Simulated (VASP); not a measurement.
A run of VASP 6.6.1 is set up as follows.

File INCAR:

```
SYSTEM = SiC
  ALGO = Normal
  EDIFF = 1E-6
  ENCUT = 520
  GGA = CA
  ISIF = 2
  ISMEAR = 0
  LASPH = .TRUE.
  LCHARG = .FALSE.
  LREAL = .FALSE.
  LWAVE = .FALSE.
  NBANDS = 11
  NELM = 60
  PREC = Accurate
  SIGMA = 0.01
```

File KPOINTS:

```
k-points
0
G
  10 10 10
  0 0 0
```

POSCAR

```
SiC
1.0
    2.1707390097      2.1707390097      0.0000000000
   -2.1707390097      2.1707390097      0.0000000000
    0.0000000000      2.1707390097      2.1707390097
Si C
1 1
Direct
    0.0000000000      0.0000000000      0.0000000000
    0.7500000000      0.2500000000      0.5000000000
```

Potentials or basis: VASP PAW LDA potentials, release 64 (Si, C).

The run is started by

```bash
$ cat potpaw_LDA.64/Si/POTCAR potpaw_LDA.64/C/POTCAR > POTCAR
$ mpirun -np 1 vasp_std > vasp.out
```

**Question.** Estimate the band gap on the k mesh.

**Answer.** 1.29 eV, indirect (least direct gap 4.51 eV).

**Question.** Predict the pressure.

**Answer.** -1.5 GPa.

A k mesh can miss the band edges. LDA gaps usually lie below the measured ones, often by a third to a half.
